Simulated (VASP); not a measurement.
Crystal: La.

```xyz
1
Lattice="0.0000 2.6455 2.6455 2.6455 0.0000 2.6455 2.6455 2.6455 0.0000" Properties=species:S:1:pos:R:3 pbc="T T T"
La    0.0000    0.0000    0.0000
```

This isn't the form of La at room conditions, which is double hcp.

| Property | Result |
| --- | --- |
| Program | VASP 6.6.1 |
| Task | relaxation of cell and atoms |
| Functional | PBEsol |
| Dispersion | D4 |
| Potentials or basis | VASP PAW PBE potentials, release 64 (La) |
| Cutoff | 600 eV |
| k mesh | 7 × 7 × 7 |
| Occupations | fermi-dirac, width 0.1 eV |
| Spin | non-collinear spin, typed start, spin-orbit coupling |
| Starting moments | [[0.238, 0.308, 0.389]] μB |

At the start: pressure -3.1 GPa; volume 37.03 Å³/atom.

Where does the relaxation end?

Over 3 steps the energy falls by 46.7 meV/atom and the volume is 32.73 Å³/atom (-11.6 %); space group Fm-3m (No. 225, to 0.1 Å) before and after; moment 0.00 μB per cell.

The path:
```csv
step,energy change (eV),largest force (eV/Å),pressure (GPa),volume (Å³)
1,0.0000,0.0000,-3.12,37.03
2,-0.0455,0.0000,-0.55,33.30
3,-0.0467,0.0000,-0.06,32.73
```

Final structure:
```cif
data_structure
_symmetry_space_group_name_H-M 'P 1'
_symmetry_Int_Tables_number 1
_cell_length_a 3.5905
_cell_length_b 3.5905
_cell_length_c 3.5905
_cell_angle_alpha 60.000
_cell_angle_beta 60.000
_cell_angle_gamma 60.000
_cell_volume 32.73
loop_
_atom_site_label
_atom_site_type_symbol
_atom_site_fract_x
_atom_site_fract_y
_atom_site_fract_z
_atom_site_occupancy
La1 La 0.00000 0.00000 0.00000 1
```

Caveat: the PAW data sets were made with another functional, which shifts forces and pressure a little.
